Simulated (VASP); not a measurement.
Tl3Ge2H, 6 atoms in the cell. The structure is hexagonal, space group P6/mmm (No. 191). The conventional cell has a = 7.704 Å, b = 7.704 Å, c = 3.830 Å, α = 90.00°, β = 90.00°, γ = 120.00°. Tl (site symmetry mmm) has 4 Ge at 2.93 Å and 6 Tl at 3.83 to 3.85 Å within 3.9 Å. Within 3.9 Å of Ge (site symmetry -6m2) lie 6 Tl at 2.93 Å and 2 Ge at 3.83 Å. Within 5.0 Å of H (site symmetry 6/mmm) lie 2 H at 3.83 Å and 12 Tl at 4.30 Å and 6 Ge at 4.45 Å. The cell was built from a structure type or drawn by symmetry, and may not be a known phase.

```yaml
Program: VASP 6.6.1
Task: single point
Functional: PBE
Potentials_or_basis: VASP PAW PBE potentials, release 64 (Tl_d, Ge_d, H)
Cutoff: 520 eV
k_mesh: 6 × 6 × 10
Occupations: gaussian, width 0.1 eV
Spin: no spin polarisation
Dipole_correction: no
Further_INCAR_settings: ALGO = Normal; EDIFF = 1e-06; NBANDS = 43
```

Potentials or basis: VASP PAW PBE potentials, release 64 (Tl_d, Ge_d, H).

The run is started by

```console
$ cat potpaw_PBE.64/Tl_d/POTCAR potpaw_PBE.64/Ge_d/POTCAR potpaw_PBE.64/H/POTCAR > POTCAR
$ mpirun -np 1 vasp_std > vasp.out
```

Hardware: 1 thread of Intel(R) Xeon(R) Platinum 8259CL CPU @ 2.50GHz (Skylake/Cascade Lake), with other jobs on the host.

**Question.** How long does it take, and how much memory?

**Answer.** Run time: 5.6 min on 1 thread of Intel(R) Xeon(R) Platinum 8259CL CPU @ 2.50GHz (Skylake/Cascade Lake) (shared host), peak memory 0.5 GiB. Counts: scf iterations 15, k points 42.
